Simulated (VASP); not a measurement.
# PtSe2 (I-42d) in VASP: single point with r2SCAN+rVV10

Aim: the single point of PtSe2 with r2SCAN+rVV10.

All numbers are computed with VASP 6.6.1; they aren't measurements. Logs are shortened: lines on timing, memory, paths and dates and some standing lists are left out, and cuts for length are marked.

### Step 1. The cell of the first run

The structure is tetragonal, space group I-42d (No. 122). Conventional cell: a = 5.652 Å, b = 5.652 Å, c = 8.613 Å, α = 90.00°, β = 90.00°, γ = 90.00°. Within 3.2 Å of Pt (site symmetry -4) lie 4 Se at 2.39 Å. Se (site symmetry 2) has 2 Pt at 2.39 Å within 3.2 Å.

### Step 2. Single point, r2SCAN+rVV10

POSCAR

```
PtSe2
1.0
   -2.8261735471      2.8261735471      4.3063037244
    2.8261735471     -2.8261735471      4.3063037244
    2.8261735471      2.8261735471     -4.3063037244
Pt Se
2 4
Direct
    0.0000000000      0.0000000000      0.0000000000
    0.7500000000      0.2500000000      0.5000000000
    0.3750000000      0.4083639249      0.5333639249
    1.1583639249      0.6250000000      1.0333639249
    0.5916360751      0.1250000000     -0.0333639249
    0.8750000000     -0.1583639249      0.4666360751
```

INCAR.step1

```
SYSTEM = PtSe2
ALGO     = Normal         ! electronic algorithm
EDIFF    = 1E-4           ! SCF threshold, eV
ENCUT    = 520            ! plane-wave cutoff, eV
GGA      = PE             ! functional
ISMEAR   = -1             ! smearing method
LASPH    = .TRUE.         ! aspherical terms in the spheres
LCHARG   = .FALSE.        ! write CHGCAR
LREAL    = .FALSE.        ! projectors in reciprocal space
LWAVE    = .TRUE.         ! write WAVECAR
NBANDS   = 31             ! bands
NELM     = 60             ! most SCF steps
PREC     = Accurate       ! precision mode
SIGMA    = 0.03           ! smearing width, eV
```

INCAR.step2

```
SYSTEM = PtSe2
ALGO     = Normal         ! electronic algorithm
BPARAM   = 11.95        
CPARAM   = 0.0093       
EDIFF    = 1E-6           ! SCF threshold, eV
ENCUT    = 520            ! plane-wave cutoff, eV
ISIF     = 2              ! what is computed and relaxed
ISMEAR   = -1             ! smearing method
ISTART   = 1            
IVDW_NL  = 2            
LASPH    = .TRUE.         ! aspherical terms in the spheres
LCHARG   = .FALSE.        ! write CHGCAR
LMIXTAU  = .TRUE.       
LREAL    = .FALSE.        ! projectors in reciprocal space
LUSE_VDW = .TRUE.       
LWAVE    = .FALSE.        ! write WAVECAR
METAGGA  = R2SCAN         ! meta-GGA
NBANDS   = 31             ! bands
NELM     = 60             ! most SCF steps
PREC     = Accurate       ! precision mode
SIGMA    = 0.03           ! smearing width, eV
```

KPOINTS

```
k-points
0
G
  6 6 6
  0 0 0
```

Potentials or basis: VASP PAW PBE potentials, release 64 (Pt, Se).

The run is started by

```bash
> cat potpaw_PBE.64/Pt/POTCAR potpaw_PBE.64/Se/POTCAR > POTCAR
> cp INCAR.step1 INCAR
> mpirun -np 1 vasp_std > vasp.out
> cp INCAR.step2 INCAR
> mpirun -np 1 vasp_std > vasp.out
```

OUTCAR:

```text
SYSTEM = PtSe2
   BPARAM = 11.95
   EDIFF = 1E-6
   ENCUT = 520
   ISIF = 2
   ISMEAR = -1
   ISTART = 1
   IVDW_NL = 2
   LASPH = .TRUE.
   LREAL = .FALSE.
   METAGGA = R2SCAN
   NELM = 60
   PREC = Accurate

 ion  position               nearest neighbor table
   1  0.000  0.000  0.000-   3 2.39   4 2.39   5 2.39   6 2.39
   2  0.750  0.250  0.500-   4 2.39   3 2.39   6 2.39   5 2.39
   3  0.375  0.408  0.533-   2 2.39   1 2.39
   4  0.158  0.625  0.033-   1 2.39   2 2.39
   5  0.592  0.125  0.967-   2 2.39   1 2.39
   6  0.875  0.842  0.467-   1 2.39   2 2.39

  LATTYP: Found a body centered tetragonal cell.
 ALAT       =     5.6523470942
 C/A-ratio  =     1.5237223237

  Lattice vectors:

 A1 = (  -2.8261735471,   2.8261735471,   4.3063037244)
 A2 = (   2.8261735471,  -2.8261735471,   4.3063037244)
 A3 = (   2.8261735471,   2.8261735471,  -4.3063037244)

Analysis of symmetry for initial positions (statically):
=====================================================================
 Subroutine PRICEL returns:
 Original cell was already a primitive cell.

 Routine SETGRP: Setting up the symmetry group for a
 body centered tetragonal supercell.

 Subroutine GETGRP returns: Found  8 space group operations
 (whereof  4 operations were pure point group operations)
 out of a pool of 16 trial point group operations.

The static configuration has the point symmetry S_4 .
 The point group associated with its full space group is D_2d.

Analysis of symmetry for dynamics (positions and initial velocities):
=====================================================================
 Subroutine PRICEL returns:
 Original cell was already a primitive cell.

 Routine SETGRP: Setting up the symmetry group for a
 body centered tetragonal supercell.

 Subroutine GETGRP returns: Found  8 space group operations
 (whereof  4 operations were pure point group operations)
 out of a pool of 16 trial point group operations.

The dynamic configuration has the point symmetry S_4 .
 The point group associated with its full space group is D_2d.

 Subroutine INISYM returns: Found  8 space group operations
 (whereof  4 operations are pure point group operations),
 and found     1 'primitive' translations

----------------------------------------------------------------------------------------

                                     Primitive cell

  volume of cell :     137.5822

  direct lattice vectors                    reciprocal lattice vectors
    -2.826173547  2.826173547  4.306303724     0.000000000  0.176917656  0.116108856
     2.826173547 -2.826173547  4.306303724     0.176917656  0.000000000  0.116108856
     2.826173547  2.826173547 -4.306303724     0.176917656  0.176917656  0.000000000

  length of vectors
     5.875267279  5.875267279  5.875267279     0.211615509  0.211615509  0.250199349

  position of ions in fractional coordinates (direct lattice)
     0.000000000  0.000000000  0.000000000
     0.750000000  0.250000000  0.500000000
     0.375000000  0.408363925  0.533363925
     0.158363925  0.625000000  0.033363925
     0.591636075  0.125000000  0.966636075
     0.875000000  0.841636075  0.466636075

  ion indices of the primitive-cell ions
   primitive index   ion index
                 1           1
                 2           2
                 3           3
                 4           4
                 5           5
                 6           6

----------------------------------------------------------------------------------------

 KPOINTS: k-points

Automatic generation of k-mesh.
 Grid dimensions read from file:
 generate k-points for:    6    6    6

 Generating k-lattice:

  Cartesian coordinates                     Fractional coordinates (reciprocal lattice)
     0.000000000  0.029486276  0.019351476     0.166666667 -0.000000000  0.000000000
     0.029486276  0.000000000  0.019351476    -0.000000000  0.166666667  0.000000000
     0.029486276  0.029486276  0.000000000     0.000000000  0.000000000  0.166666667

  Length of vectors
     0.035269251  0.035269251  0.041699891

  Shift w.r.t. Gamma in fractional coordinates (k-lattice)
     0.000000000  0.000000000  0.000000000

 Subroutine IBZKPT returns following result:
 ===========================================

 Found     30 irreducible k-points:

 Following reciprocal coordinates:
            Coordinates               Weight
  0.000000  0.000000  0.000000      1.000000
  0.166667 -0.000000  0.000000      8.000000
  0.333333  0.000000  0.000000      8.000000
  0.500000 -0.000000  0.000000      4.000000
  0.166667  0.166667  0.000000      8.000000
  0.333333  0.166667  0.000000     16.000000
[... 16 lines left out ...]
 -0.333333 -0.333333  0.166667      8.000000
 -0.166667 -0.333333  0.166667      8.000000
 [... further k-points ...]
   k-points           NKPTS =     30   k-points in BZ     NKDIM =     30   number of bands    NBANDS=     31
   number of dos      NEDOS =    301   number of ions     NIONS =      6
   total plane-waves  NPLWV = 110592
   dimension x,y,z NGX =    48 NGY =   48 NGZ =   48
   dimension x,y,z NGXF=    96 NGYF=   96 NGZF=   96
   ions per type =               2   4
   NGX,Y,Z   is equivalent  to a cutoff of  13.58, 13.58, 13.58 a.u.
   NGXF,Y,Z  is equivalent  to a cutoff of  27.16, 27.16, 27.16 a.u.
 SYSTEM =  PtSe2
   PREC   = accura    normal or accurate (medium, high low for compatibility)
   ISTART =      1    job   : 0-new  1-cont  2-samecut
   ICHARG =      0    charge: 1-file 2-atom 10-const
   ISPIN  =      1    spin polarized calculation?
   LNONCOLLINEAR =      F non collinear calculations
   LSORBIT =      F    spin-orbit coupling
   LASPH  =      T    aspherical Exc in radial PAW
   ENCUT  =  520.0 eV  38.22 Ry    6.18 a.u.  10.92 10.92 10.92*2*pi/ulx,y,z
   NELM   =     60;   NELMIN=  2; NELMDL=  0     # of ELM steps
   EDIFF  = 0.1E-05   stopping-criterion for ELM
   LREAL  =      F    real-space projection
   EDIFFG = 0.1E-04   stopping-criterion for IOM
   NSW    =      0    number of steps for IOM
   IBRION =     -1    ionic relax: 0-MD 1-quasi-New 2-CG
   NFREE  =      0    steps in history (QN), initial steepest desc. (CG)
   ISIF   =      2    stress and relaxation
   ISYM   =      2    0-nonsym 1-usesym 2-fastsym
   POTIM  = 0.5000    time-step for ionic-motion
   TEBEG  =    0.0;   TEEND  =   0.0 temperature during run
   PSTRESS=    0.0 pullay stress
   NELECT =      44.0000    total number of electrons
   NUPDOWN=      -1.0000    fix difference up-down
   EMIN   =  10.00;   EMAX   =-10.00  energy-range for DOS
   EFERMI =   0.00;   METHOD = LEGACY
   ISMEAR =    -1;   SIGMA  =   0.03  broadening in eV -4-tet -1-fermi 0-gaus
   EFERMI_NEDOS =   21; number of points for ismear=-14 and -15
   IALGO  =     38    algorithm
   IMIX   =      4    mixing-type and parameters
     AMIX     =   0.40;   BMIX     =  1.00
     AMIX_MAG =   1.60;   BMIX_MAG =  1.00
  volume/ion in A,a.u.               =      22.93       154.74
  Fermi-wavevector in a.u.,A,eV,Ry     =   1.119537  2.115617 17.053027  1.253362
  Thomas-Fermi vector in A             =   2.256176
   LORBIT       =      0    0 simple, 1 ext, 2 COOP (PROOUT), +10 PAW based schemes
   METAGGA = R2SCAN    functional components
   LHFCALC =     F    Hartree Fock is set to
   AEXX    =    0.0000 exact exchange contribution
   IVDW_NL    =     2    kernel type
   BPARAM     =11.9500
   IVDW    =     0    specifies the selected vdW correction
   LEPSILON=     F    determine dielectric tensor
   LRPA    =     F    only Hartree local field effects (RPA)
 non-spin polarized calculation
  energy-cutoff  :      520.00
  volume of cell :      137.58
 maximum number of plane-waves:      3732
 NGX is ok and might be reduce to    48
   NGX = 21   NGY = 21   NGZ = 21

 number of electron      44.0000000 magnetization

 Free energy of the ion-electron system (eV)
  ---------------------------------------------------
  ext. energy  EPLUGINS =         0.00000000
  ---------------------------------------------------
  free energy    TOTEN  =      -158.73396001 eV

  energy without entropy =     -158.72386186  energy(sigma->0) =     -158.72891093

 E-fermi :   4.4356     XC(G=0): -10.6755

 val. band max:        4.4137734856   @ k =   0.3333   0.3333   0.0000
 cond. band min:       4.4555136354   @ k =   0.5000  -0.0000   0.0000
 fundamental gap:      0.0417401498
 Fermi energy:         4.4355824840

 k-point     1 :       0.0000    0.0000    0.0000
  band No.  band energies     occupation
      1     -10.6639      2.00000
      2      -9.0120      2.00000
      3      -9.0120      2.00000
      4      -8.7430      2.00000
      5      -1.7251      2.00000
      6      -1.5903      2.00000
[... 23 lines left out ...]
     30      13.2818      0.00000
     31      13.2818      0.00000

 k-point     2 :       0.1667   -0.0000    0.0000
  band No.  band energies     occupation
      1     -10.5464      2.00000
      2      -9.0852      2.00000
      3      -9.0469      2.00000
      4      -8.7845      2.00000
      5      -1.7274      2.00000
      6      -1.5879      2.00000
[... 23 lines left out ...]
     30      12.8660      0.00000
     31      13.1381      0.00000

 k-point     3 :       0.3333    0.0000    0.0000
  band No.  band energies     occupation
      1     -10.2222      2.00000
      2      -9.3474      2.00000
      3      -9.0871      2.00000
      4      -8.8790      2.00000
      5      -1.7240      2.00000
      6      -1.5898      2.00000
[... 23 lines left out ...]
     30      12.1316      0.00000
     31      12.3562      0.00000

 k-point     4 :       0.5000   -0.0000    0.0000
  band No.  band energies     occupation
      1      -9.8200      2.00000
      2      -9.7276      2.00000
      3      -9.0940      2.00000
      4      -8.9345      2.00000
      5      -1.7610      2.00000
      6      -1.3985      2.00000
[... 23 lines left out ...]
     30      12.0340      0.00000
     31      12.1105      0.00000

 k-point     5 :       0.1667    0.1667    0.0000
  band No.  band energies     occupation
      1     -10.3745      2.00000
      2      -9.1300      2.00000
      3      -9.1157      2.00000
      4      -8.8767      2.00000
      5      -1.7949      2.00000
      6      -1.6935      2.00000
[... 23 lines left out ...]
     30      12.1036      0.00000
     31      12.6481      0.00000
[... 542 lines left out ...]
     30      11.7367      0.00000
     31      12.2928      0.00000

 k-point    22 :      -0.1667    0.5000    0.1667
  band No.  band energies     occupation
      1      -9.9213      2.00000
      2      -9.4887      2.00000
      3      -9.1679      2.00000
      4      -8.9785      2.00000
      5      -1.9299      2.00000
      6      -1.7576      2.00000
[... 23 lines left out ...]
     30      11.4533      0.00000
     31      12.1645      0.00000

 k-point    23 :      -0.3333   -0.3333    0.1667
  band No.  band energies     occupation
      1     -10.0439      2.00000
      2      -9.2127      2.00000
      3      -9.1541      2.00000
      4      -9.1133      2.00000
      5      -2.0528      2.00000
      6      -2.0078      2.00000
[... 23 lines left out ...]
     30      11.3941      0.00000
     31      12.0758      0.00000

 k-point    24 :      -0.1667   -0.3333    0.1667
  band No.  band energies     occupation
      1     -10.3031      2.00000
      2      -9.1477      2.00000
      3      -9.0595      2.00000
      4      -8.9730      2.00000
      5      -2.0228      2.00000
      6      -1.8787      2.00000
[... 23 lines left out ...]
     30      12.0169      0.00000
     31      12.1705      0.00000

 [... further k-points ...]
[... 5 lines left out ...]
  --------------------------------------------------------------------------------------
  -------------------------------------------------------------------------------------
  Total        0.3082021      0.3082021      0.2705839      0.0000000      0.0000000      0.0000000
  in kB        3.5890865      3.5890865      3.1510135      0.0000000      0.0000000      0.0000000
  external PRESSURE =       3.4430621 kB  Pullay stress =       0.0000000 kB

 VOLUME and BASIS-vectors are now :
 -----------------------------------------------------------------------------
  energy-cutoff  :      520.00
  volume of cell :      137.58
      direct lattice vectors                 reciprocal lattice vectors
    -2.826173547  2.826173547  4.306303724     0.000000000  0.176917656  0.116108856
     2.826173547 -2.826173547  4.306303724     0.176917656  0.000000000  0.116108856
     2.826173547  2.826173547 -4.306303724     0.176917656  0.176917656  0.000000000

 POSITION                                       TOTAL-FORCE (eV/Angst)
 -----------------------------------------------------------------------------------
      0.00000      0.00000      0.00000        -0.000000      0.000000     -0.000000
      0.00000      2.82617      2.15315        -0.000000      0.000000      0.000000
      1.60167      1.41309      1.07658         0.029632      0.000000      0.000000
      1.41309     -1.22450      3.22973        -0.000000      0.029632      0.000000
      1.41309      4.05068     -1.07658        -0.000000     -0.029632      0.000000
      1.22450      1.41309      5.38288        -0.029632      0.000000      0.000000
 -----------------------------------------------------------------------------------
    total drift:                               -0.000000     -0.000000     -0.000001

  FREE ENERGIE OF THE ION-ELECTRON SYSTEM (eV)
  ---------------------------------------------------
  free  energy   TOTEN  =      -158.7339600089 eV

  energy  without entropy=     -158.7238618594  energy(sigma->0) =     -158.72891093
```

It took 13 min on 1 thread of AMD EPYC 7R43 (Zen 3), shared host; peak memory 0.76 GiB.

Results:

| Item | Value |
| --- | --- |
| Free energy | -158.7340 eV |
| Pressure | 0.3 GPa |
| Largest force | 0.030 eV/Å |
| Band gap on the k mesh | zero (bands 22 and 23 overlap by 0.83 eV) |

Forces in eV/Å, atoms in the order of the input:
```
Pt   0.000  0.000  0.000
Pt   0.000  0.000  0.000
Se   0.030  0.000  0.000
Se   0.000  0.030  0.000
Se   0.000 -0.030  0.000
Se  -0.030  0.000  0.000
```

Caveat: the PAW data sets were made with another functional, which shifts forces and pressure a little; spin-orbit coupling is left out, which moves the levels of the heavy elements.
